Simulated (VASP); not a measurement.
# TlBr (CsCl type) (Pm-3m) in VASP: notebook, part 2 of 2

VASP 6.6.1. Earlier steps stand in the parts before.

## 4. Single point, PBE (volume scaled by 0.6)

Contents of INCAR:

```
PREC     = Accurate       # precision mode
ENCUT    = 500            # plane-wave cutoff, eV
EDIFF    = 1E-6           # SCF threshold, eV
ISMEAR   = -1             # smearing method
SIGMA    = 0.08           # smearing width, eV
LREAL    = F              # projectors in reciprocal space
LASPH    = T              # aspherical terms in the spheres
NELM     = 120            # most SCF steps
ALGO     = Normal         # electronic algorithm
ISIF     = 2              # what is computed and relaxed
LWAVE    = F              # write WAVECAR
LCHARG   = F              # write CHGCAR
GGA      = PE             # functional
NBANDS   = 17             # bands
GGA_COMPAT= F
```

Contents of KPOINTS:

```
regular mesh
0
Gamma
  12 12 12
```

Contents of POSCAR:

```
TlBr
1.0
    3.4174480004      0.0000000000      0.0000000000
    0.0000000000      3.4174480004      0.0000000000
    0.0000000000      0.0000000000      3.4174480004
Tl Br
1 1
Direct
    0.0000000000      0.0000000000      0.0000000000
    0.5000000000      0.5000000000      0.5000000000
```

Potentials or basis: VASP PAW PBE potentials, release 64 (Tl_d, Br).

On the command line:

```
> cat potpaw_PBE.64/Tl_d/POTCAR potpaw_PBE.64/Br/POTCAR > POTCAR
> mpirun -np 1 vasp_std > vasp.out
```

OUTCAR:

```text
PREC = Accurate
   ENCUT = 500
   EDIFF = 1E-6
   ISMEAR = -1
   LREAL = F
   LASPH = T
   NELM = 120
   ISIF = 2
   GGA = PE

 ion  position               nearest neighbor table
   1  0.000  0.000  0.000-   2 2.96   2 2.96   2 2.96   2 2.96   2 2.96   2 2.96   2 2.96   2 2.96

   2  0.500  0.500  0.500-   1 2.96   1 2.96   1 2.96   1 2.96   1 2.96   1 2.96   1 2.96   1 2.96

  LATTYP: Found a simple cubic cell.
 ALAT       =     3.4174480004

  Lattice vectors:

 A1 = (   3.4174480004,   0.0000000000,   0.0000000000)
[... 191 lines left out ...]
      6      -2.5927      2.00000
[... 457 lines left out ...]
      4      -2.7332      2.00000
      5      -2.6204      2.00000
      6      -2.5510      2.00000
[... 9 lines left out ...]
     16      21.4900      0.00000
     17      21.7403      0.00000

 [... further k-points ...]
[... 5 lines left out ...]
  --------------------------------------------------------------------------------------
  -------------------------------------------------------------------------------------
  Total        9.1270618      9.1270618      9.1270618     -0.0000000     -0.0000000      0.0000000
  in kB      366.3834319    366.3834319    366.3834319     -0.0000000     -0.0000000      0.0000000
  external PRESSURE =     366.3834319 kB  Pullay stress =       0.0000000 kB

 VOLUME and BASIS-vectors are now :
 -----------------------------------------------------------------------------
  energy-cutoff  :      500.00
  volume of cell :       39.91
      direct lattice vectors                 reciprocal lattice vectors
     3.417448000  0.000000000  0.000000000     0.292616011  0.000000000  0.000000000
     0.000000000  3.417448000  0.000000000     0.000000000  0.292616011  0.000000000
     0.000000000  0.000000000  3.417448000     0.000000000  0.000000000  0.292616011

 POSITION                                       TOTAL-FORCE (eV/Angst)
 -----------------------------------------------------------------------------------
      0.00000      0.00000      0.00000         0.000000      0.000000      0.000000
      1.70872      1.70872      1.70872         0.000000      0.000000      0.000000
 -----------------------------------------------------------------------------------
    total drift:                               -0.000000      0.000000      0.000000

  FREE ENERGIE OF THE ION-ELECTRON SYSTEM (eV)
  ---------------------------------------------------
  free  energy   TOTEN  =        -3.6974354684 eV

  energy  without entropy=       -3.6939490047  energy(sigma->0) =       -3.69569224
```

It took 17 s on 1 thread of Intel Xeon 6975P-C (Granite Rapids), shared host; peak memory 0.19 GiB.

Results:

```
Free energy            : -3.6974 eV
Pressure               : 36.6 GPa
Band gap on the k mesh : zero (band 10 reaches 9.12 eV, above the bottom of band 11 at 8.26 eV)
```

Caveat: spin-orbit coupling is left out, which moves the levels of the heavy elements.

## 5. Single point, PBE (volume scaled by 0.7)

Contents of INCAR:

```
PREC     = Accurate       # precision mode
ENCUT    = 500            # plane-wave cutoff, eV
EDIFF    = 1E-6           # SCF threshold, eV
ISMEAR   = -1             # smearing method
SIGMA    = 0.08           # smearing width, eV
LREAL    = False          # projectors in reciprocal space
LASPH    = True           # aspherical terms in the spheres
NELM     = 120            # most SCF steps
ALGO     = Normal         # electronic algorithm
ISIF     = 2              # what is computed and relaxed
LWAVE    = False          # write WAVECAR
LCHARG   = True           # write CHGCAR
GGA      = PE             # functional
LELF     = True           # ELF
LVHAR    = True         
NBANDS   = 17             # bands
GGA_COMPAT= False
```

KPOINTS is that of step 4.

Contents of POSCAR:

```
TlBr
1.0
    3.5976384128      0.0000000000      0.0000000000
    0.0000000000      3.5976384128      0.0000000000
    0.0000000000      0.0000000000      3.5976384128
Tl Br
1 1
Direct
    0.0000000000      0.0000000000      0.0000000000
    0.5000000000      0.5000000000      0.5000000000
```

On the command line:

```
> cat potpaw_PBE.64/Tl_d/POTCAR potpaw_PBE.64/Br/POTCAR > POTCAR
> mpirun -np 1 vasp_std > vasp.out
```

It took 19 s on 1 thread of Intel Xeon 6975P-C (Granite Rapids), shared host; peak memory 0.2 GiB.

The run converged. Its results:

* Free energy: -4.7801 eV
* Pressure: 17.5 GPa
* Band gap on the k mesh: 0.40 eV, indirect (least direct gap 0.85 eV)

Levels at points of the mesh, in eV from the valence-band top:
```csv
k point,band 8,band 9,band 10,band 11,band 12,band 13
"(0.00, 0.00, 0.00)",-3.03,-3.03,-3.03,5.79,5.79,8.22
"(0.50, 0.00, 0.00)",-2.05,-2.05,0.00,0.85,5.23,5.23
"(0.50, 0.50, 0.00)",-5.59,-4.83,-2.04,4.95,4.95,7.21
"(0.50, 0.50, 0.50)",-3.73,-3.73,-2.94,0.40,0.40,0.40
```

Caveat: spin-orbit coupling is left out, which moves the levels of the heavy elements. A k mesh can miss the band edges.

## 6. The runs side by side

```csv
cell,k mesh,smearing,gap on the mesh (eV),pressure (GPa)
"a = 3.216 Å, 2 atoms",12 × 12 × 12,fermi-dirac 0.08 eV,none,76.5
"a = 2.985 Å, 2 atoms",15 × 15 × 15,methfessel-paxton 0.001 eV,none,173.6
"a = 3.417 Å, 2 atoms",12 × 12 × 12,fermi-dirac 0.08 eV,none,36.6
"a = 3.598 Å, 2 atoms",12 × 12 × 12,fermi-dirac 0.08 eV,0.40,17.5
```

Alike in all rows: task single point; level PBE; potentials or basis VASP PAW PBE potentials, release 64 (Tl_d, Br); no spin polarisation; cutoff (eV) 500.

Caveats: spin-orbit coupling is left out, which moves the levels of the heavy elements.

Absolute energies hang on the potentials; compare differences alone.
